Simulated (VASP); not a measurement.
# SiC (R3m) in VASP: further runs, part 2 of 2

VASP 6.6.1.

## 3. Single point, PBEsol

This run uses another cell than the first one, of the same volume but with other edges.

Input file INCAR:

```
SYSTEM = SiC
ALGO     = Normal         ! electronic algorithm
EDIFF    = 1E-6           ! SCF threshold, eV
ENCUT    = 520            ! plane-wave cutoff, eV
GGA      = PS             ! functional
ISIF     = 2              ! what is computed and relaxed
ISMEAR   = 0              ! smearing method
LASPH    = .TRUE.         ! aspherical terms in the spheres
LCHARG   = .FALSE.        ! write CHGCAR
LREAL    = .FALSE.        ! projectors in reciprocal space
LWAVE    = .FALSE.        ! write WAVECAR
NBANDS   = 11             ! bands
NELM     = 80             ! most SCF steps
PREC     = Accurate       ! precision mode
SIGMA    = 0.05           ! smearing width, eV
```

Input file KPOINTS:

```
k-points
0
G
  12 12 12
  0 0 0
```

Input file POSCAR:

```
SiC
1.0
    0.0000000000      2.1707947984      2.1707947984
    2.1707947984      0.0000000000      2.1707947984
    2.1421403070      2.1421403070      0.0286544913
Si C
1 1
Direct
    0.0000000000      0.0000000000      0.0000000000
    0.7500000000      0.7500000000      0.7500000000
```

Potentials or basis: VASP PAW PBE potentials, release 64 (Si, C).

Command:

```bash
$ cat potpaw_PBE.64/Si/POTCAR potpaw_PBE.64/C/POTCAR > POTCAR
$ mpirun -np 1 vasp_std > vasp.out
```

OUTCAR:

```text
SYSTEM = SiC
   EDIFF = 1E-6
   ENCUT = 520
   GGA = PS
   ISIF = 2
   ISMEAR = 0
   LASPH = .TRUE.
   LREAL = .FALSE.
   NELM = 80
   PREC = Accurate

 ion  position               nearest neighbor table
   1  0.000  0.000  0.000-   2 1.84   2 1.88   2 1.88   2 1.88
   2  0.750  0.750  0.750-   1 1.84   1 1.88   1 1.88   1 1.88

  LATTYP: Found a trigonal (rhomboedric) cell.
 ALAT       =     3.0295793883
 COS(alpha) =     0.4865798967

  Lattice vectors:

 A1 = (   2.1421403070,  -0.0286544914,  -2.1421403071)
 A2 = (  -0.0286544914,   2.1421403070,  -2.1421403071)
 A3 = (   2.1421403070,   2.1421403070,   0.0286544913)

Analysis of symmetry for initial positions (statically):
=====================================================================
 Subroutine PRICEL returns:
 Original cell was already a primitive cell.

 Routine SETGRP: Setting up the symmetry group for a
 trigonal (rhombohedral) supercell.

 Subroutine GETGRP returns: Found  6 space group operations
 (whereof  6 operations were pure point group operations)
 out of a pool of 12 trial point group operations.

The static configuration has the point symmetry C_3v.

Analysis of symmetry for dynamics (positions and initial velocities):
=====================================================================
 Subroutine PRICEL returns:
 Original cell was already a primitive cell.

 Routine SETGRP: Setting up the symmetry group for a
 trigonal (rhombohedral) supercell.

 Subroutine GETGRP returns: Found  6 space group operations
 (whereof  6 operations were pure point group operations)
 out of a pool of 12 trial point group operations.

The dynamic configuration has the point symmetry C_3v.

 Subroutine INISYM returns: Found  6 space group operations
 (whereof  6 operations are pure point group operations),
 and found     1 'primitive' translations

----------------------------------------------------------------------------------------

                                     Primitive cell

  volume of cell :      20.0540

  direct lattice vectors                    reciprocal lattice vectors
     0.000000000  2.170794798  2.170794798    -0.231881272  0.228779496  0.231881272
     2.170794798  0.000000000  2.170794798     0.228779496 -0.231881272  0.231881272
     2.142140307  2.142140307  0.028654491     0.234983049  0.234983049 -0.234983049

  length of vectors
     3.069967445  3.069967445  3.029579388     0.399847354  0.399847354  0.407002579

  position of ions in fractional coordinates (direct lattice)
     0.000000000  0.000000000  0.000000000
     0.750000000  0.750000000  0.750000000

  ion indices of the primitive-cell ions
   primitive index   ion index
                 1           1
                 2           2

----------------------------------------------------------------------------------------

 KPOINTS: k-points

Automatic generation of k-mesh.
 Grid dimensions read from file:
 generate k-points for:   12   12   12

 Generating k-lattice:

  Cartesian coordinates                     Fractional coordinates (reciprocal lattice)
[... 22 lines left out ...]
  0.416667  0.000000 -0.000000      6.000000
[... 16 lines left out ...]
  0.500000  0.166667 -0.000000     12.000000
 -0.416667  0.166667  0.000000     12.000000
 [... further k-points ...]
   k-points           NKPTS =    189   k-points in BZ     NKDIM =    189   number of bands    NBANDS=     11
   number of dos      NEDOS =    301   number of ions     NIONS =      2
   total plane-waves  NPLWV =  13824
   dimension x,y,z NGX =    24 NGY =   24 NGZ =   24
   dimension x,y,z NGXF=    48 NGYF=   48 NGZF=   48
   ions per type =               1   1
   NGX,Y,Z   is equivalent  to a cutoff of  13.00, 13.00, 13.17 a.u.
   NGXF,Y,Z  is equivalent  to a cutoff of  25.99, 25.99, 26.34 a.u.
 SYSTEM =  SiC
   PREC   = accura    normal or accurate (medium, high low for compatibility)
   ISTART =      0    job   : 0-new  1-cont  2-samecut
   ICHARG =      2    charge: 1-file 2-atom 10-const
   ISPIN  =      1    spin polarized calculation?
   LNONCOLLINEAR =      F non collinear calculations
   LSORBIT =      F    spin-orbit coupling
   LASPH  =      T    aspherical Exc in radial PAW
   ENCUT  =  520.0 eV  38.22 Ry    6.18 a.u.   5.71  5.71  5.63*2*pi/ulx,y,z
   NELM   =     80;   NELMIN=  2; NELMDL= -5     # of ELM steps
   EDIFF  = 0.1E-05   stopping-criterion for ELM
   LREAL  =      F    real-space projection
   EDIFFG = 0.1E-04   stopping-criterion for IOM
   NSW    =      0    number of steps for IOM
   IBRION =     -1    ionic relax: 0-MD 1-quasi-New 2-CG
   NFREE  =      0    steps in history (QN), initial steepest desc. (CG)
   ISIF   =      2    stress and relaxation
   ISYM   =      2    0-nonsym 1-usesym 2-fastsym
   POTIM  = 0.5000    time-step for ionic-motion
   TEBEG  =    0.0;   TEEND  =   0.0 temperature during run
   PSTRESS=    0.0 pullay stress
   NELECT =       8.0000    total number of electrons
   NUPDOWN=      -1.0000    fix difference up-down
   EMIN   =  10.00;   EMAX   =-10.00  energy-range for DOS
   EFERMI =   0.00;   METHOD = LEGACY
   ISMEAR =     0;   SIGMA  =   0.05  broadening in eV -4-tet -1-fermi 0-gaus
   EFERMI_NEDOS =   21; number of points for ismear=-14 and -15
   IALGO  =     38    algorithm
   IMIX   =      4    mixing-type and parameters
     AMIX     =   0.40;   BMIX     =  1.00
     AMIX_MAG =   1.60;   BMIX_MAG =  1.00
  volume/ion in A,a.u.               =      10.03        67.67
  Fermi-wavevector in a.u.,A,eV,Ry     =   1.205141  2.277386 19.760620  1.452365
  Thomas-Fermi vector in A             =   2.340846
   LORBIT       =      0    0 simple, 1 ext, 2 COOP (PROOUT), +10 PAW based schemes
   GGA     = PS    functional components
   LHFCALC =     F    Hartree Fock is set to
   AEXX    =    0.0000 exact exchange contribution
   IVDW    =     0    specifies the selected vdW correction
   LEPSILON=     F    determine dielectric tensor
   LRPA    =     F    only Hartree local field effects (RPA)
 non-spin polarized calculation
 Gauss-broadening in eV      SIGMA  =   0.05
  energy-cutoff  :      520.00
  volume of cell :       20.05
 maximum number of plane-waves:       552
   NGX = 11   NGY = 11   NGZ = 11

 number of electron       8.0000000 magnetization

 Free energy of the ion-electron system (eV)
  ---------------------------------------------------
  ext. energy  EPLUGINS =         0.00000000
  ---------------------------------------------------
  free energy    TOTEN  =       -15.88992933 eV

  energy without entropy =      -15.88992933  energy(sigma->0) =      -15.88992933

 E-fermi :   8.6804     XC(G=0): -11.6402

 val. band max:        8.4899658305   @ k =   0.0000   0.0000   0.0000
 cond. band min:       9.6097092657   @ k =   0.5000   0.5000   0.0000
 fundamental gap:      1.1197434352
 Fermi energy:         8.6803927856

 k-point     1 :       0.0000    0.0000    0.0000
  band No.  band energies     occupation
      1      -7.2621      2.00000
      2       8.3711      2.00000
      3       8.3711      2.00000
      4       8.4900      2.00000
      5      14.8573      0.00000
      6      15.7164      0.00000
      7      15.7164      0.00000
      8      16.3054      0.00000
      9      23.0578      0.00000
     10      23.0578      0.00000
     11      25.1586      0.00000
[... 309 lines left out ...]
 k-point    24 :      -0.4167    0.1667    0.0000
  band No.  band energies     occupation
      1      -3.2680      2.00000
      2       0.1854      2.00000
      3       5.2760      2.00000
      4       6.9340      2.00000
      5      13.6473      0.00000
      6      16.3573      0.00000
      7      17.1735      0.00000
      8      19.7470      0.00000
      9      23.1367      0.00000
     10      24.1348      0.00000
     11      26.7564      0.00000

 [... further k-points ...]

------------------------ aborting loop because EDIFF is reached ----------------------------------------

  FORCE on cell =-STRESS in cart. coord.  units (eV):
  Direction    XX          YY          ZZ          XY          YZ          ZX
  --------------------------------------------------------------------------------------
  -------------------------------------------------------------------------------------
  Total        0.9635115      0.9635115      0.9635115      0.5037956     -0.5037956     -0.5037956
  in kB       76.9779716     76.9779716     76.9779716     40.2498196    -40.2498196    -40.2498196
  external PRESSURE =      76.9779716 kB  Pullay stress =       0.0000000 kB

 VOLUME and BASIS-vectors are now :
 -----------------------------------------------------------------------------
  energy-cutoff  :      520.00
  volume of cell :       20.05
      direct lattice vectors                 reciprocal lattice vectors
     0.000000000  2.170794798  2.170794798    -0.231881272  0.228779496  0.231881272
     2.170794798  0.000000000  2.170794798     0.228779496 -0.231881272  0.231881272
     2.142140307  2.142140307  0.028654491     0.234983049  0.234983049 -0.234983049

 POSITION                                       TOTAL-FORCE (eV/Angst)
 -----------------------------------------------------------------------------------
      0.00000      0.00000      0.00000        -0.149804     -0.149804      0.149804
      3.23470      3.23470      3.27768         0.149804      0.149804     -0.149804
 -----------------------------------------------------------------------------------
    total drift:                               -0.000124     -0.000124      0.000124

  FREE ENERGIE OF THE ION-ELECTRON SYSTEM (eV)
  ---------------------------------------------------
  free  energy   TOTEN  =       -15.8899293285 eV

  energy  without entropy=      -15.8899293285  energy(sigma->0) =      -15.88992933
```

Wall time 14 s (1 thread of Intel Xeon 6975P-C, shared host); peak memory 0.16 GiB.

What came out:

```yaml
Free_energy: -15.8899 eV
Pressure: 7.7 GPa
Largest_force: 0.259 eV/Å
Band_gap_on_the_k_mesh: 1.12 eV, indirect (least direct gap 4.36 eV)
```

Forces in eV/Å, atoms in the order of the input:
```
Si  -0.150 -0.150  0.150
C    0.150  0.150 -0.150
```

Stress tensor (GPa, compression positive):
```
 7.70  4.02 -4.02
 4.02  7.70 -4.02
-4.02 -4.02  7.70
```

Caveat: the PAW data sets were made with another functional, which shifts forces and pressure a little. As with any semilocal functional, this PBEsol gap is likely too small.

## 4. Single point, PBEsol

Input file INCAR:

```
SYSTEM = SiC
PREC = Accurate ; ENCUT = 520
EDIFF = 1E-6 ; ISMEAR = 0
SIGMA = 0.05 ; LREAL = .False.
LASPH = .True. ; NELM = 60
ALGO = Normal ; ISIF = 2
LWAVE = .False. ; LCHARG = .False.
GGA = PS ; NBANDS = 11
```

Input file KPOINTS:

```
regular mesh
0
Gamma
  12 12 12
  0 0 0
```

Input file POSCAR:

```
SiC
1.0
    0.0000000000      2.1420448768      2.1420448768
    2.1420448768      0.0000000000      2.1420448768
    2.1708910811      2.1708910811     -0.0288462043
Si C
1 1
Direct
    0.0000000000      0.0000000000      0.0000000000
    0.7500000000      0.7500000000      0.7500000000
```

Command:

```bash
$ cat potpaw_PBE.64/Si/POTCAR potpaw_PBE.64/C/POTCAR > POTCAR
$ mpirun -np 1 vasp_std > vasp.out
```

It took 16 s on 1 thread of Intel Xeon 6975P-C, shared host; peak memory 0.16 GiB.

Results (log left out):

- Free energy: -15.8901 eV
- Pressure: 7.7 GPa
- Largest force: 0.217 eV/Å
- Band gap on the k mesh: 1.16 eV, indirect (least direct gap 4.36 eV)

Forces on the atoms (eV/Å):
```
Si   0.125  0.125 -0.125
C   -0.125 -0.125  0.125
```

Stress tensor (GPa, compression positive):
```
 7.69 -3.90  3.90
-3.90  7.69  3.90
 3.90  3.90  7.69
```

Levels at points of the mesh, in eV from the valence-band top:
```csv
k point,band 1,band 2,band 3,band 4,band 5,band 6,band 7,band 8,band 9
"(0.00, 0.00, 0.00)",-15.72,-0.13,0.00,0.00,6.32,7.29,7.58,7.58,14.60
"(0.50, 0.00, 0.00)",-11.94,-8.80,-1.16,-1.13,5.51,7.03,7.32,10.01,16.31
"(0.50, 0.50, 0.00)",-10.50,-7.98,-3.42,-3.21,1.16,4.28,14.23,14.25,15.12
"(0.00, 0.00, 0.50)",-12.16,-8.85,-0.99,-0.99,5.91,7.40,7.40,10.14,16.30
```

Caveat: the PAW data sets were made with another functional, which shifts forces and pressure a little. A k mesh can miss the band edges.

## 5. Single point, PBEsol

This run uses another cell than the first one, of the same volume but with other edges.

Input file INCAR:

```
  PREC = Accurate
  ENCUT = 520
  EDIFF = 1E-6
  ISMEAR = 0
  SIGMA = 0.05
  LREAL = F
  LASPH = T
  NELM = 100
  ALGO = Normal
  ISIF = 2
  LWAVE = F
  LCHARG = T
  GGA = PS
  LELF = T
  LVHAR = T
  NBANDS = 11
```

Input file KPOINTS:

```
regular mesh
0
Gamma
  12 12 12
```

Input file POSCAR:

```
SiC
1.0
    0.0000000000      2.2000616716      2.2000616716
    2.2000616716      0.0000000000      2.2000616716
    2.1144059372      2.1144059372      0.0856557344
Si C
1 1
Direct
    0.0000000000      0.0000000000      0.0000000000
    0.7500000000      0.7500000000      0.7500000000
```

Potentials or basis: VASP PAW PBE potentials, release 64 (Si, C).

Command:

```bash
$ cat potpaw_PBE.64/Si/POTCAR potpaw_PBE.64/C/POTCAR > POTCAR
$ mpirun -np 1 vasp_std > vasp.out
```

OUTCAR:

```text
PREC = Accurate
   ENCUT = 520
   EDIFF = 1E-6
   ISMEAR = 0
   LREAL = F
   LASPH = T
   NELM = 100
   ISIF = 2
   GGA = PS

 ion  position               nearest neighbor table
   1  0.000  0.000  0.000-   2 1.79   2 1.89   2 1.89   2 1.89
   2  0.750  0.750  0.750-   1 1.79   1 1.89   1 1.89   1 1.89

  LATTYP: Found a trigonal (rhomboedric) cell.
 ALAT       =     2.9914481174
 COS(alpha) =     0.4591127303

  Lattice vectors:

 A1 = (   2.1144059372,  -0.0856557344,  -2.1144059372)
 A2 = (  -0.0856557344,   2.1144059372,  -2.1144059372)
[... 512 lines left out ...]
      6      16.3238      0.00000
      7      17.5375      0.00000
      8      19.5831      0.00000
      9      22.7858      0.00000
     10      24.5043      0.00000
     11      26.7780      0.00000

 [... further k-points ...]
[... 5 lines left out ...]
  --------------------------------------------------------------------------------------
  -------------------------------------------------------------------------------------
  Total        1.0990093      1.0990093      1.0990093      1.5680607     -1.5680607     -1.5680607
  in kB       87.8033209     87.8033209     87.8033209    125.2773161   -125.2773161   -125.2773161
  external PRESSURE =      87.8033209 kB  Pullay stress =       0.0000000 kB

 VOLUME and BASIS-vectors are now :
 -----------------------------------------------------------------------------
  energy-cutoff  :      520.00
  volume of cell :       20.05
      direct lattice vectors                 reciprocal lattice vectors
     0.000000000  2.200061672  2.200061672    -0.231964868  0.222567845  0.231964868
     2.200061672  0.000000000  2.200061672     0.222567845 -0.231964868  0.231964868
     2.114405937  2.114405937  0.085655734     0.241361891  0.241361891 -0.241361891

 POSITION                                       TOTAL-FORCE (eV/Angst)
 -----------------------------------------------------------------------------------
      0.00000      0.00000      0.00000        -0.534003     -0.534003      0.534003
      3.23585      3.23585      3.36433         0.534003      0.534003     -0.534003
 -----------------------------------------------------------------------------------
    total drift:                               -0.000066     -0.000066      0.000066

  FREE ENERGIE OF THE ION-ELECTRON SYSTEM (eV)
  ---------------------------------------------------
  free  energy   TOTEN  =       -15.8071216987 eV

  energy  without entropy=      -15.8071216987  energy(sigma->0) =      -15.80712170
```

Run time: 17 s. Hardware: 1 thread of Intel Xeon 6975P-C, shared host; peak memory 0.16 GiB.

What came out:

```
Free energy            : -15.8071 eV
Pressure               : 8.8 GPa
Largest force          : 0.925 eV/Å
Band gap on the k mesh : 0.94 eV, indirect (least direct gap 4.05 eV)
```

Forces in eV/Å, atoms in the order of the input:
```
Si  -0.534 -0.534  0.534
C    0.534  0.534 -0.534
```

Levels at points of the mesh, in eV from the valence-band top:
| k point | band 1 | band 2 | band 3 | band 4 | band 5 | band 6 | band 7 | band 8 |
| --- | --- | --- | --- | --- | --- | --- | --- | --- |
| (0.00, 0.00, 0.00) | -15.89 | -0.32 | -0.32 | 0.00 | 5.83 | 6.80 | 6.80 | 8.80 |
| (0.50, 0.00, 0.00) | -12.32 | -9.02 | -1.17 | -1.11 | 5.66 | 6.81 | 7.75 | 10.04 |
| (0.50, 0.50, 0.00) | -10.68 | -8.13 | -3.80 | -3.11 | 0.94 | 4.20 | 13.69 | 14.08 |
| (0.00, 0.00, 0.50) | -11.68 | -8.84 | -1.62 | -1.62 | 4.60 | 6.55 | 6.55 | 9.54 |

Caveat: the PAW data sets were made with another functional, which shifts forces and pressure a little.

## 6. Summary

```csv
cell,gap on the mesh (eV),pressure (GPa),largest force (eV/Å)
"a = 3.009, b = 3.009, c = 3.092 Å, angles 60.9, 60.9, 60.0°, 2 atoms",1.09,8.1,0.40
"a = 3.070, b = 3.070, c = 3.030 Å, angles 59.6, 59.6, 60.0°, 2 atoms",1.12,7.7,0.26
"a = 3.029, b = 3.029, c = 3.070 Å, angles 60.4, 60.4, 60.0°, 2 atoms",1.16,7.7,0.22
"a = 3.111, b = 3.111, c = 2.991 Å, angles 58.7, 58.7, 60.0°, 2 atoms",0.94,8.8,0.92
```

Alike in all rows: task single point; level PBEsol; potentials or basis VASP PAW PBE potentials, release 64 (Si, C); no spin polarisation; k mesh 12 × 12 × 12; cutoff (eV) 520; smearing gaussian 0.05 eV.

Caveats: the PAW data sets were made with another functional, which shifts forces and pressure a little.

Total energies depend on the potentials used, so only differences within one code and one set of settings carry meaning.
